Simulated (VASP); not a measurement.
# AlN (Fm-3m) in VASP: a series of runs, part 2 of 2

VASP 6.6.1. Earlier steps stand in the parts before.

## Step 3: Single point, LDA (7.82 Å³/atom)

This run uses another cell than the first one, of 7.82 Å³/atom.

INCAR reads:

```
SYSTEM = AlN
PREC     = Accurate       ! precision mode
ENCUT    = 600            ! plane-wave cutoff, eV
EDIFF    = 1E-6           ! SCF threshold, eV
ISMEAR   = 0              ! smearing method
SIGMA    = 0.02           ! smearing width, eV
LREAL    = .FALSE.        ! projectors in reciprocal space
LASPH    = .TRUE.         ! aspherical terms in the spheres
NELM     = 120            ! most SCF steps
ALGO     = Normal         ! electronic algorithm
ISIF     = 2              ! what is computed and relaxed
LWAVE    = .FALSE.        ! write WAVECAR
LCHARG   = .FALSE.        ! write CHGCAR
NBANDS   = 11             ! bands
GGA_COMPAT= .FALSE.
```

KPOINTS reads:

```
Automatic mesh
0
G
  10 10 10
  0 0 0
```

POSCAR reads:

```
AlN
1.0
    0.0000000000      1.9852037835      1.9852037835
    1.9852037835      0.0000000000      1.9852037835
    1.9852037835      1.9852037835      0.0000000000
Al N
1 1
Direct
    0.5000000000      0.5000000000      0.5000000000
    0.0000000000      0.0000000000      0.0000000000
```

Potentials or basis: VASP PAW LDA potentials, release 64 (Al, N).

Run with:

```console
$ cat potpaw_LDA.64/Al/POTCAR potpaw_LDA.64/N/POTCAR > POTCAR
$ mpirun -np 1 vasp_std > vasp.out
```

OUTCAR:

```text
SYSTEM = AlN
   PREC = Accurate
   ENCUT = 600
   EDIFF = 1E-6
   ISMEAR = 0
   LREAL = .FALSE.
   LASPH = .TRUE.
   NELM = 120
   ISIF = 2

 ion  position               nearest neighbor table
   1  0.500  0.500  0.500-   2 1.99   2 1.99   2 1.99   2 1.99   2 1.99   2 1.99
   2  0.000  0.000  0.000-   1 1.99   1 1.99   1 1.99   1 1.99   1 1.99   1 1.99

  LATTYP: Found a face centered cubic cell.
 ALAT       =     3.9704075670

  Lattice vectors:

 A1 = (   0.0000000000,   1.9852037835,   1.9852037835)
 A2 = (   1.9852037835,   0.0000000000,   1.9852037835)
 A3 = (   1.9852037835,   1.9852037835,   0.0000000000)

Analysis of symmetry for initial positions (statically):
=====================================================================
 Subroutine PRICEL returns:
 Original cell was already a primitive cell.

 Routine SETGRP: Setting up the symmetry group for a
 face centered cubic supercell.

 Subroutine GETGRP returns: Found 48 space group operations
 (whereof 48 operations were pure point group operations)
 out of a pool of 48 trial point group operations.

The static configuration has the point symmetry O_h .

Analysis of symmetry for dynamics (positions and initial velocities):
=====================================================================
 Subroutine PRICEL returns:
 Original cell was already a primitive cell.

 Routine SETGRP: Setting up the symmetry group for a
 face centered cubic supercell.

 Subroutine GETGRP returns: Found 48 space group operations
 (whereof 48 operations were pure point group operations)
 out of a pool of 48 trial point group operations.

The dynamic configuration has the point symmetry O_h .

 Subroutine INISYM returns: Found 48 space group operations
 (whereof 48 operations are pure point group operations),
 and found     1 'primitive' translations

----------------------------------------------------------------------------------------

                                     Primitive cell

  volume of cell :      15.6475

  direct lattice vectors                    reciprocal lattice vectors
     0.000000000  1.985203784  1.985203784    -0.251863312  0.251863312  0.251863312
     1.985203784  0.000000000  1.985203784     0.251863312 -0.251863312  0.251863312
     1.985203784  1.985203784  0.000000000     0.251863312  0.251863312 -0.251863312

  length of vectors
     2.807502115  2.807502115  2.807502115     0.436240053  0.436240053  0.436240053

  position of ions in fractional coordinates (direct lattice)
     0.500000000  0.500000000  0.500000000
     0.000000000  0.000000000  0.000000000

  ion indices of the primitive-cell ions
   primitive index   ion index
                 1           1
                 2           2

----------------------------------------------------------------------------------------

 KPOINTS: Automatic mesh

Automatic generation of k-mesh.
 Grid dimensions read from file:
 generate k-points for:   10   10   10

 Generating k-lattice:

  Cartesian coordinates                     Fractional coordinates (reciprocal lattice)
    -0.025186331  0.025186331  0.025186331     0.100000000  0.000000000  0.000000000
     0.025186331 -0.025186331  0.025186331     0.000000000  0.100000000  0.000000000
     0.025186331  0.025186331 -0.025186331     0.000000000  0.000000000  0.100000000

  Length of vectors
     0.043624005  0.043624005  0.043624005

  Shift w.r.t. Gamma in fractional coordinates (k-lattice)
     0.000000000  0.000000000  0.000000000

 Subroutine IBZKPT returns following result:
 ===========================================

 Found     47 irreducible k-points:

 Following reciprocal coordinates:
            Coordinates               Weight
  0.000000  0.000000  0.000000      1.000000
  0.100000  0.000000  0.000000      8.000000
  0.200000  0.000000  0.000000      8.000000
  0.300000  0.000000  0.000000      8.000000
  0.400000  0.000000  0.000000      8.000000
  0.500000  0.000000  0.000000      4.000000
[... 16 lines left out ...]
  0.300000  0.300000  0.000000      6.000000
  0.400000  0.300000  0.000000     24.000000
 [... further k-points ...]
   k-points           NKPTS =     47   k-points in BZ     NKDIM =     47   number of bands    NBANDS=     11
   number of dos      NEDOS =    301   number of ions     NIONS =      2
   total plane-waves  NPLWV =  13824
   dimension x,y,z NGX =    24 NGY =   24 NGZ =   24
   dimension x,y,z NGXF=    48 NGYF=   48 NGZF=   48
   ions per type =               1   1
   NGX,Y,Z   is equivalent  to a cutoff of  14.21, 14.21, 14.21 a.u.
   NGXF,Y,Z  is equivalent  to a cutoff of  28.42, 28.42, 28.42 a.u.
 SYSTEM =  AlN
   PREC   = accura    normal or accurate (medium, high low for compatibility)
   ISTART =      0    job   : 0-new  1-cont  2-samecut
   ICHARG =      2    charge: 1-file 2-atom 10-const
   ISPIN  =      1    spin polarized calculation?
   LNONCOLLINEAR =      F non collinear calculations
   LSORBIT =      F    spin-orbit coupling
   LASPH  =      T    aspherical Exc in radial PAW
   ENCUT  =  600.0 eV  44.10 Ry    6.64 a.u.   5.61  5.61  5.61*2*pi/ulx,y,z
   NELM   =    120;   NELMIN=  2; NELMDL= -5     # of ELM steps
   EDIFF  = 0.1E-05   stopping-criterion for ELM
   LREAL  =      F    real-space projection
   EDIFFG = 0.1E-04   stopping-criterion for IOM
   NSW    =      0    number of steps for IOM
   IBRION =     -1    ionic relax: 0-MD 1-quasi-New 2-CG
   NFREE  =      0    steps in history (QN), initial steepest desc. (CG)
   ISIF   =      2    stress and relaxation
   ISYM   =      2    0-nonsym 1-usesym 2-fastsym
   POTIM  = 0.5000    time-step for ionic-motion
   TEBEG  =    0.0;   TEEND  =   0.0 temperature during run
   PSTRESS=    0.0 pullay stress
   NELECT =       8.0000    total number of electrons
   NUPDOWN=      -1.0000    fix difference up-down
   EMIN   =  10.00;   EMAX   =-10.00  energy-range for DOS
   EFERMI =   0.00;   METHOD = LEGACY
   ISMEAR =     0;   SIGMA  =   0.02  broadening in eV -4-tet -1-fermi 0-gaus
   EFERMI_NEDOS =   21; number of points for ismear=-14 and -15
   IALGO  =     38    algorithm
   IMIX   =      4    mixing-type and parameters
     AMIX     =   0.40;   BMIX     =  1.00
     AMIX_MAG =   1.60;   BMIX_MAG =  1.00
  volume/ion in A,a.u.               =       7.82        52.80
  Fermi-wavevector in a.u.,A,eV,Ry     =   1.309050  2.473747 23.315123  1.713613
  Thomas-Fermi vector in A             =   2.439676
   LORBIT       =      0    0 simple, 1 ext, 2 COOP (PROOUT), +10 PAW based schemes
   GGA     = CA    functional components
   LHFCALC =     F    Hartree Fock is set to
   AEXX    =    0.0000 exact exchange contribution
   IVDW    =     0    specifies the selected vdW correction
   LEPSILON=     F    determine dielectric tensor
   LRPA    =     F    only Hartree local field effects (RPA)
 non-spin polarized calculation
 Gauss-broadening in eV      SIGMA  =   0.02
  energy-cutoff  :      600.00
  volume of cell :       15.65
 maximum number of plane-waves:       544
 NGX is ok and might be reduce to    24
   NGX = 11   NGY = 11   NGZ = 11

 number of electron       7.9999999 magnetization

 Free energy of the ion-electron system (eV)
  ---------------------------------------------------
  ext. energy  EPLUGINS =         0.00000000
  ---------------------------------------------------
  free energy    TOTEN  =       -16.21561547 eV

  energy without entropy =      -16.21561547  energy(sigma->0) =      -16.21561547

 E-fermi :  10.5608     XC(G=0): -12.8315

 val. band max:       10.4370580006   @ k =   0.0000   0.0000   0.0000
 cond. band min:      15.4337189296   @ k =   0.5000   0.5000   0.0000
 fundamental gap:      4.9966609291
 Fermi energy:        10.5607916960

 k-point     1 :       0.0000    0.0000    0.0000
  band No.  band energies     occupation
      1      -7.4794      2.00000
      2      10.4371      2.00000
      3      10.4371      2.00000
      4      10.4371      2.00000
      5      17.0202      0.00000
      6      22.6270      0.00000
      7      22.6270      0.00000
      8      22.6270      0.00000
      9      28.0025      0.00000
     10      28.4688      0.00000
     11      28.4688      0.00000
[... 309 lines left out ...]
 k-point    24 :       0.4000    0.3000    0.0000
  band No.  band energies     occupation
      1      -4.2294      2.00000
      2       4.3860      2.00000
      3       7.4665      2.00000
      4       8.0171      2.00000
      5      16.7240      0.00000
      6      17.5085      0.00000
      7      23.1719      0.00000
      8      26.5096      0.00000
      9      27.3326      0.00000
     10      32.6790      0.00000
     11      35.7272      0.00000

 [... further k-points ...]
[... 5 lines left out ...]
  --------------------------------------------------------------------------------------
  -------------------------------------------------------------------------------------
  Total        0.9363424      0.9363424      0.9363424     -0.0000000      0.0000000     -0.0000000
  in kB       95.8738136     95.8738136     95.8738136     -0.0000000      0.0000000     -0.0000000
  external PRESSURE =      95.8738136 kB  Pullay stress =       0.0000000 kB

 VOLUME and BASIS-vectors are now :
 -----------------------------------------------------------------------------
  energy-cutoff  :      600.00
  volume of cell :       15.65
      direct lattice vectors                 reciprocal lattice vectors
     0.000000000  1.985203784  1.985203784    -0.251863312  0.251863312  0.251863312
     1.985203784  0.000000000  1.985203784     0.251863312 -0.251863312  0.251863312
     1.985203784  1.985203784  0.000000000     0.251863312  0.251863312 -0.251863312

 POSITION                                       TOTAL-FORCE (eV/Angst)
 -----------------------------------------------------------------------------------
      1.98520      1.98520      1.98520         0.000000     -0.000000     -0.000000
      0.00000      0.00000      0.00000         0.000000      0.000000      0.000000
 -----------------------------------------------------------------------------------
    total drift:                                0.000000     -0.000000     -0.000000

  FREE ENERGIE OF THE ION-ELECTRON SYSTEM (eV)
  ---------------------------------------------------
  free  energy   TOTEN  =       -16.2156154694 eV

  energy  without entropy=      -16.2156154694  energy(sigma->0) =      -16.21561547
```

It took 2.5 s on 1 thread of Intel Xeon 6975P-C (Granite Rapids), shared host; peak memory 0.12 GiB.

What came out:

```yaml
Free_energy: -16.2156 eV
Pressure: 9.6 GPa
Band_gap_on_the_k_mesh: 5.00 eV (least direct gap 6.58 eV)
```

Levels at points of the mesh, in eV from the valence-band top:
| k point | band 1 | band 2 | band 3 | band 4 | band 5 | band 6 | band 7 | band 8 |
| --- | --- | --- | --- | --- | --- | --- | --- | --- |
| (0.00, 0.00, 0.00) | -17.92 | 0.00 | 0.00 | 0.00 | 6.58 | 12.19 | 12.19 | 12.19 |
| (0.50, 0.00, 0.00) | -14.35 | -8.70 | -1.19 | -1.19 | 6.48 | 11.25 | 11.25 | 13.94 |
| (0.50, 0.50, 0.00) | -13.26 | -7.79 | -2.96 | -2.96 | 5.00 | 5.09 | 14.56 | 17.86 |

Caveat: the cell stands under pressure.
